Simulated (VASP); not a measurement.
## GaSb: single point with PBE

GaSb:

```
Ga Sb
1.0
    -1.54688    2.43052    3.17124
     1.54688   -2.43052    3.17124
     1.54688    2.43052   -3.17124
Ga Sb
1 1
Direct
  0.00000 0.00000 0.00000
  0.50000 0.50000 0.00000
```

This cell differs from its parent crystal: strain +e along x and -e along y +0.0133, strain +e along z and -e/2 along x and y +0.1000.

```
Program             : VASP 6.6.1
Task                : single point
Functional          : PBE
Potentials or basis : VASP PAW PBE potentials, release 64 (Ga_d, Sb)
Cutoff              : 520 eV
k mesh              : 16 × 16 × 16
Occupations         : gaussian, width 0.15 eV
Spin                : no spin polarisation
```

```json
{"Pressure": "3.1 GPa", "Band gap on the k mesh": "zero (band 9 reaches 10.25 eV, above the bottom of band 10 at 4.30 eV)"}
```

Stress tensor (GPa, compression positive):
```
 7.74  0.00  0.00
 0.00  8.55  0.00
 0.00  0.00 -6.92
```

Levels at points of the mesh, in eV from the Fermi level:
```
           k point  band 7  band 8  band 9  band 10  band 11  band 12
(0.00, 0.00, 0.00)   -2.97   -2.88   -0.50     3.40     3.76     4.65
(0.50, 0.00, 0.00)   -8.23   -1.03    0.48     3.64     4.32     4.81
(0.00, 0.50, 0.00)   -6.41   -0.96   -0.16     0.32     1.18     1.70
(0.50, 0.50, 0.00)   -5.25   -3.68   -3.17    -1.19     3.15     5.98
(0.50, 0.50, 0.50)   -5.15   -5.04   -4.63     3.15     7.07     8.02
```

Run time: 3.7 min on 1 thread of Intel Xeon 6975P-C, on a shared host, peak memory 0.58 GiB.

Caveat: the cell differs from its parent crystal (strain +e along x and -e along y +0.0133, strain +e along z and -e/2 along x and y +0.1000); spin-orbit coupling is left out, which moves the levels of the heavy elements.
